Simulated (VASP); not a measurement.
# Al32N (a cell with a defect) in VASP: single point with LDA

Aim: the single point of Al32N (a cell with a defect) with LDA.

Program: VASP 6.6.1. These are calculated values, not measurements. Logs are shortened: lines on timing, memory, paths and dates and some standing lists are left out, and cuts for length are marked.

**1. The cell of the first run**

The cell holds a defect, 33 atoms: a = 8.100 Å, b = 8.100 Å, c = 8.100 Å, α = 90.00°, β = 90.00°, γ = 90.00°.

**2. Single point, LDA**

Input file INCAR:

```
SYSTEM = Al32N
PREC = Accurate
ENCUT = 520
EDIFF = 1E-6
ISMEAR = 0
SIGMA = 0.15
LREAL = Auto
LASPH = .True.
NELM = 60
ALGO = Normal
ISIF = 2
LWAVE = .False.
LCHARG = .False.
GGA = CA
NBANDS = 72
```

Input file KPOINTS:

```
regular mesh
0
Gamma
  3 3 3
  0 0 0
```

Input file POSCAR:

```
Al32N
1.0
    8.1000000000      0.0000000000      0.0000000000
    0.0000000000      8.1000000000      0.0000000000
    0.0000000000      0.0000000000      8.1000000000
Al N
32 1
Direct
    0.5022976646     -0.0001532587     -0.0001283059
    0.7502833145      0.2496384252     -0.0001790792
    0.7501685582     -0.0001510599      0.2477516864
   -0.0017992453     -0.0001578401     -0.0001390418
    0.2501579039      0.2517997176     -0.0001390181
    0.4999976954      0.4996600256     -0.0002102359
    0.7503406386      0.7500024087     -0.0002102758
    0.2503374440     -0.0003369904      0.2456319258
    0.5012766187      0.2511107134      0.2487199415
    0.7503498621      0.4996507465      0.2500463687
    0.5047587015     -0.0003247913      0.4997846860
    0.7502045705      0.2518070164      0.4998825218
    0.7501923216     -0.0001555576      0.7519155817
    0.0003617536      0.4997173507     -0.0001789635
    0.2501532807      0.7477026345     -0.0001282790
   -0.0007555208      0.2507553016      0.2490035911
    0.2501511061      0.4998315119      0.2477518755
    0.5016517504      0.7483480330      0.2483550343
   -0.0034325813     -0.0003311741      0.4997831613
    0.2503316927      0.2534340228      0.4997831194
    0.5023309271      0.4998268195      0.4998832150
    0.7501732030      0.7476691768      0.4998832276
    0.2503423688     -0.0003418973      0.7536941592
    0.5011640071      0.2509585461      0.7509494027
    0.7503191981      0.4996813407      0.7496984254
   -0.0011096399      0.7487245276      0.2487213483
   -0.0018064586      0.4997955905      0.4998825238
    0.2503252775      0.7452436759      0.4997846558
   -0.0006447299      0.2506446633      0.7506757026
    0.2501556147      0.4998078419      0.7519154880
    0.5014936177      0.7485061274      0.7513018012
   -0.0009574471      0.7488369802      0.7509480627
    0.2513984318     -0.0013932283      0.4993993932
```

Potentials or basis: VASP PAW LDA potentials, release 64 (Al, N).

On the command line:

```sh
$ cat potpaw_LDA.64/Al/POTCAR potpaw_LDA.64/N/POTCAR > POTCAR
$ mpirun -np 1 vasp_std > vasp.out
```

OUTCAR:

```text
SYSTEM = Al32N
   PREC = Accurate
   ENCUT = 520
   EDIFF = 1E-6
   ISMEAR = 0
   LREAL = Auto
   LASPH = .True.
   NELM = 60
   ISIF = 2
   GGA = CA

 ion  position               nearest neighbor table
   1  0.502  1.000  1.000-   3 2.84  13 2.84   8 2.85   2 2.85   7 2.85  23 2.85  31 2.86  18 2.86
                            24 2.86   9 2.86   5 2.89  15 2.89
   2  0.750  0.250  1.000-  13 2.85   4 2.85   3 2.85   1 2.85   9 2.85  24 2.85  16 2.85  29 2.85
                            14 2.86  25 2.86  10 2.87   6 2.87
   3  0.750  1.000  0.248-   1 2.84   4 2.84  11 2.85   2 2.85   7 2.85  19 2.85  26 2.86  16 2.86
                            18 2.86   9 2.86  12 2.89  22 2.89
   4  0.998  1.000  1.000-   3 2.84  13 2.84   7 2.85   2 2.85   8 2.85  23 2.85  32 2.86  26 2.86
                            29 2.86  16 2.86   5 2.89  15 2.89
   5  0.250  0.252  1.000-  17 2.84  30 2.84   6 2.85  14 2.85   8 2.85  23 2.85  24 2.86   9 2.86
                            29 2.86  16 2.86   4 2.89   1 2.89
   6  0.500  0.500  1.000-  18 2.85  31 2.85   9 2.85  24 2.85   5 2.85  30 2.85  17 2.85  15 2.85
                             2 2.87  25 2.87  10 2.87   7 2.87
   7  0.750  0.750  1.000-  18 2.85  31 2.85  26 2.85  32 2.85   4 2.85  13 2.85   3 2.85   1 2.85
                            14 2.87  25 2.87  10 2.87   6 2.87
   8  0.250  1.000  0.246-  33 2.06   1 2.85  15 2.85   5 2.85   4 2.85  16 2.88  26 2.88   9 2.88
                            18 2.88  19 2.91  20 2.91  28 2.91  11 2.91
   9  0.501  0.251  0.249-   6 2.85  10 2.85   2 2.85  17 2.86  21 2.86   5 2.86  12 2.86   1 2.86
[... 32 lines left out ...]
                            14 2.86   2 2.86   7 2.87   6 2.87
  26  0.999  0.749  0.249-   7 2.85  10 2.85  14 2.85   3 2.86  22 2.86   4 2.86  27 2.86  15 2.86
                            17 2.86  19 2.88   8 2.88  28 2.88
  27  0.998  0.500  0.500-  22 2.84  12 2.84  28 2.85  10 2.85  25 2.85  20 2.86  16 2.86  29 2.86
                            26 2.86  32 2.86  30 2.89  17 2.89
  28  0.250  0.745  0.500-  33 2.05  21 2.85  17 2.85  30 2.85  27 2.85  32 2.88  26 2.88  31 2.88
                            18 2.88  19 2.91  23 2.91   8 2.91  11 2.91
  29  0.999  0.251  0.751-  25 2.85   2 2.85  14 2.85  12 2.86  27 2.86  13 2.86  30 2.86   4 2.86
                             5 2.86  19 2.87  20 2.87  23 2.88
  30  0.250  0.500  0.752-  15 2.84   5 2.84  28 2.85  14 2.85   6 2.85  20 2.86  24 2.86  29 2.86
                            31 2.86  32 2.86  27 2.89  21 2.89
  31  0.501  0.749  0.751-   6 2.85   7 2.85  25 2.85  15 2.86   1 2.86  30 2.86  13 2.86  21 2.86
                            22 2.86  23 2.88  28 2.88  11 2.88
  32  0.999  0.749  0.751-   7 2.85  25 2.85  14 2.85  13 2.86   4 2.86  22 2.86  15 2.86  27 2.86
                            30 2.86  19 2.88  23 2.88  28 2.88
  33  0.251  0.999  0.499-  11 2.05  28 2.05   8 2.06  23 2.06  20 2.06  19 2.06

  LATTYP: Found a simple cubic cell.
 ALAT       =     8.1000000000

  Lattice vectors:

 A1 = (   8.1000000000,   0.0000000000,   0.0000000000)
 A2 = (   0.0000000000,   8.1000000000,   0.0000000000)
 A3 = (   0.0000000000,   0.0000000000,   8.1000000000)

Analysis of symmetry for initial positions (statically):
=====================================================================
 Subroutine PRICEL returns:
 Original cell was already a primitive cell.

 Routine SETGRP: Setting up the symmetry group for a
 simple cubic supercell.

 Subroutine GETGRP returns: Found  2 space group operations
 (whereof  1 operations were pure point group operations)
 out of a pool of 48 trial point group operations.

The static configuration has the point symmetry C_1 .
 The point group associated with its full space group is C_1h.

Analysis of symmetry for dynamics (positions and initial velocities):
=====================================================================
 Subroutine PRICEL returns:
 Original cell was already a primitive cell.

 Routine SETGRP: Setting up the symmetry group for a
 simple cubic supercell.

 Subroutine GETGRP returns: Found  2 space group operations
 (whereof  1 operations were pure point group operations)
 out of a pool of 48 trial point group operations.

The dynamic configuration has the point symmetry C_1 .
 The point group associated with its full space group is C_1h.

 Subroutine INISYM returns: Found  2 space group operations
 (whereof  1 operations are pure point group operations),
 and found     1 'primitive' translations

----------------------------------------------------------------------------------------

                                     Primitive cell

  volume of cell :     531.4410

  direct lattice vectors                    reciprocal lattice vectors
     8.100000000  0.000000000  0.000000000     0.123456790  0.000000000  0.000000000
     0.000000000  8.100000000  0.000000000     0.000000000  0.123456790  0.000000000
     0.000000000  0.000000000  8.100000000     0.000000000  0.000000000  0.123456790

  length of vectors
     8.100000000  8.100000000  8.100000000     0.123456790  0.123456790  0.123456790

  position of ions in fractional coordinates (direct lattice)
     0.502297665  0.999846741  0.999871694
     0.750283315  0.249638425  0.999820921
     0.750168558  0.999848940  0.247751686
     0.998200755  0.999842160  0.999860958
     0.250157904  0.251799718  0.999860982
     0.499997695  0.499660026  0.999789764
[... 25 lines left out ...]
     0.999042553  0.748836980  0.750948063
     0.251398432  0.998606772  0.499399393

  ion indices of the primitive-cell ions
   primitive index   ion index
                 1           1
                 2           2
                 3           3
                 4           4
                 5           5
                 6           6
[... 25 lines left out ...]
                32          32
                33          33

----------------------------------------------------------------------------------------

 KPOINTS: regular mesh

Automatic generation of k-mesh.
 Grid dimensions read from file:
 generate k-points for:    3    3    3

 Generating k-lattice:

  Cartesian coordinates                     Fractional coordinates (reciprocal lattice)
     0.041152263  0.000000000  0.000000000     0.333333333  0.000000000  0.000000000
     0.000000000  0.041152263  0.000000000     0.000000000  0.333333333  0.000000000
     0.000000000  0.000000000  0.041152263     0.000000000  0.000000000  0.333333333

  Length of vectors
     0.041152263  0.041152263  0.041152263

  Shift w.r.t. Gamma in fractional coordinates (k-lattice)
     0.000000000  0.000000000  0.000000000

 Subroutine IBZKPT returns following result:
 ===========================================

 Found     10 irreducible k-points:

 Following reciprocal coordinates:
            Coordinates               Weight
  0.000000  0.000000  0.000000      1.000000
  0.333333  0.000000  0.000000      4.000000
  0.000000  0.000000  0.333333      2.000000
  0.333333  0.333333  0.000000      2.000000
  0.000000  0.333333  0.333333      4.000000
  0.333333  0.000000  0.333333      4.000000
 -0.333333  0.333333  0.000000      2.000000
  0.333333  0.333333  0.333333      4.000000
 -0.333333  0.333333  0.333333      2.000000
  0.333333 -0.333333  0.333333      2.000000
   k-points           NKPTS =     10   k-points in BZ     NKDIM =     10   number of bands    NBANDS=     72
   number of dos      NEDOS =    301   number of ions     NIONS =     33
   total plane-waves  NPLWV = 216000
   dimension x,y,z NGX =    60 NGY =   60 NGZ =   60
   dimension x,y,z NGXF=   120 NGYF=  120 NGZF=  120
   ions per type =              32   1
   NGX,Y,Z   is equivalent  to a cutoff of  12.31, 12.31, 12.31 a.u.
   NGXF,Y,Z  is equivalent  to a cutoff of  24.63, 24.63, 24.63 a.u.
 SYSTEM =  Al32N
   PREC   = accura    normal or accurate (medium, high low for compatibility)
   ISTART =      0    job   : 0-new  1-cont  2-samecut
   ICHARG =      2    charge: 1-file 2-atom 10-const
   ISPIN  =      1    spin polarized calculation?
   LNONCOLLINEAR =      F non collinear calculations
   LSORBIT =      F    spin-orbit coupling
   LASPH  =      T    aspherical Exc in radial PAW
   ENCUT  =  520.0 eV  38.22 Ry    6.18 a.u.  15.06 15.06 15.06*2*pi/ulx,y,z
   NELM   =     60;   NELMIN=  2; NELMDL= -5     # of ELM steps
   EDIFF  = 0.1E-05   stopping-criterion for ELM
   LREAL  =      T    real-space projection
   EDIFFG = 0.1E-04   stopping-criterion for IOM
   NSW    =      0    number of steps for IOM
   IBRION =     -1    ionic relax: 0-MD 1-quasi-New 2-CG
   NFREE  =      0    steps in history (QN), initial steepest desc. (CG)
   ISIF   =      2    stress and relaxation
   ISYM   =      2    0-nonsym 1-usesym 2-fastsym
   POTIM  = 0.5000    time-step for ionic-motion
   TEBEG  =    0.0;   TEEND  =   0.0 temperature during run
   PSTRESS=    0.0 pullay stress
   NELECT =     101.0000    total number of electrons
   NUPDOWN=      -1.0000    fix difference up-down
   EMIN   =  10.00;   EMAX   =-10.00  energy-range for DOS
   EFERMI =   0.00;   METHOD = LEGACY
   ISMEAR =     0;   SIGMA  =   0.15  broadening in eV -4-tet -1-fermi 0-gaus
   EFERMI_NEDOS =   21; number of points for ismear=-14 and -15
   IALGO  =     38    algorithm
   IMIX   =      4    mixing-type and parameters
     AMIX     =   0.40;   BMIX     =  1.00
     AMIX_MAG =   1.60;   BMIX_MAG =  1.00
  volume/ion in A,a.u.               =      16.10       108.68
  Fermi-wavevector in a.u.,A,eV,Ry     =   0.941233  1.778672 12.053656  0.885919
  Thomas-Fermi vector in A             =   2.068723
   LORBIT       =      0    0 simple, 1 ext, 2 COOP (PROOUT), +10 PAW based schemes
   GGA     = CA    functional components
   LHFCALC =     F    Hartree Fock is set to
   AEXX    =    0.0000 exact exchange contribution
   IVDW    =     0    specifies the selected vdW correction
   LEPSILON=     F    determine dielectric tensor
   LRPA    =     F    only Hartree local field effects (RPA)
 non-spin polarized calculation
 Gauss-broadening in eV      SIGMA  =   0.15
  energy-cutoff  :      520.00
  volume of cell :      531.44
 maximum number of plane-waves:     14358
   NGX = 31   NGY = 31   NGZ = 31

 number of electron     101.0000000 magnetization

 Free energy of the ion-electron system (eV)
  ---------------------------------------------------
  ext. energy  EPLUGINS =         0.00000000
  ---------------------------------------------------
  free energy    TOTEN  =      -143.93239603 eV

  energy without entropy =     -143.80720925  energy(sigma->0) =     -143.86980264

 E-fermi :   7.7682     XC(G=0): -10.3925

 val. band max:        7.6752396103   @ k =   0.3333   0.0000   0.3333
 cond. band min:       7.7964684717   @ k =   0.0000   0.3333   0.3333
 fundamental gap:      0.1212288614
 Fermi energy:         7.7682123954

 k-point     1 :       0.0000    0.0000    0.0000
  band No.  band energies     occupation
      1      -8.6134      2.00000
      2      -3.0180      2.00000
      3      -1.2221      2.00000
      4      -1.2221      2.00000
      5      -1.2218      2.00000
      6      -0.9939      2.00000
[... 639 lines left out ...]
     61       9.5072      0.00000
     62       9.6583      0.00000
 [bands above 62 left out]

------------------------ aborting loop because EDIFF is reached ----------------------------------------

  FORCE on cell =-STRESS in cart. coord.  units (eV):
  Direction    XX          YY          ZZ          XY          YZ          ZX
  --------------------------------------------------------------------------------------
  -------------------------------------------------------------------------------------
  Total      -11.0838589    -11.0838589    -11.0791285      0.0077884     -0.0031675      0.0031675
  in kB      -33.4153885    -33.4153885    -33.4011272      0.0234803     -0.0095493      0.0095493
  external PRESSURE =     -33.4106348 kB  Pullay stress =       0.0000000 kB

 VOLUME and BASIS-vectors are now :
 -----------------------------------------------------------------------------
  energy-cutoff  :      520.00
  volume of cell :      531.44
      direct lattice vectors                 reciprocal lattice vectors
     8.100000000  0.000000000  0.000000000     0.123456790  0.000000000  0.000000000
     0.000000000  8.100000000  0.000000000     0.000000000  0.123456790  0.000000000
     0.000000000  0.000000000  8.100000000     0.000000000  0.000000000  0.123456790

 POSITION                                       TOTAL-FORCE (eV/Angst)
 -----------------------------------------------------------------------------------
      4.06861      8.09876      8.09896        -0.002655     -0.000724     -0.000599
      6.07729      2.02207      8.09855        -0.000253     -0.005651      0.000517
      6.07637      8.09878      2.00679         0.000825     -0.000703      0.003059
      8.08543      8.09872      8.09887         0.004903     -0.000052      0.000104
      2.02628      2.03958      8.09887         0.000052     -0.004903      0.000104
      4.04998      4.04725      8.09830        -0.005954      0.001876      0.001447
[... 25 lines left out ...]
      8.09224      6.06558      6.08268         0.007454      0.005235     -0.006567
      2.03633      8.08871      4.04514        -0.008641      0.008641      0.002353
 -----------------------------------------------------------------------------------
    total drift:                               -0.022599     -0.000115      0.005875

  FREE ENERGIE OF THE ION-ELECTRON SYSTEM (eV)
  ---------------------------------------------------
  free  energy   TOTEN  =      -143.9323960345 eV

  energy  without entropy=     -143.8072092459  energy(sigma->0) =     -143.86980264
```

Wall time 24 min (1 thread of AMD EPYC 7R13, shared host); peak memory 0.48 GiB.

Results:

```yaml
Free_energy: -143.9324 eV
Pressure: -3.3 GPa
Largest_force: 0.014 eV/Å
Band_gap_on_the_k_mesh: zero (an odd number of electrons rules out a gap without spin polarisation)
```

Forces in eV/Å, atoms in the order of the input:
```
Al  -0.003 -0.001 -0.001
Al   0.000 -0.006  0.001
Al   0.001 -0.001  0.003
Al   0.005  0.000  0.000
Al   0.000 -0.005  0.000
Al  -0.006  0.002  0.001
Al  -0.002  0.006  0.001
Al   0.001 -0.001 -0.002
Al  -0.004 -0.007  0.005
Al  -0.002  0.002  0.006
Al   0.001 -0.001  0.000
Al   0.000 -0.005  0.000
Al   0.000  0.000 -0.004
Al   0.006  0.000  0.001
Al   0.001  0.003 -0.001
Al   0.006 -0.006  0.005
Al   0.001 -0.001  0.003
Al  -0.008  0.008  0.009
Al   0.000  0.000  0.000
Al   0.000  0.000  0.000
Al  -0.003 -0.001 -0.001
Al   0.001  0.003 -0.001
Al   0.000  0.000  0.002
Al  -0.005 -0.007 -0.007
Al  -0.001  0.001 -0.006
Al   0.007  0.004  0.005
Al   0.005  0.000  0.000
Al   0.001 -0.001  0.000
Al   0.006 -0.006 -0.006
Al   0.000  0.000 -0.004
Al  -0.006  0.006 -0.008
Al   0.007  0.005 -0.007
N   -0.009  0.009  0.002
```

The gap in the log of VASP goes by the Fermi energy; the results here count the filled bands.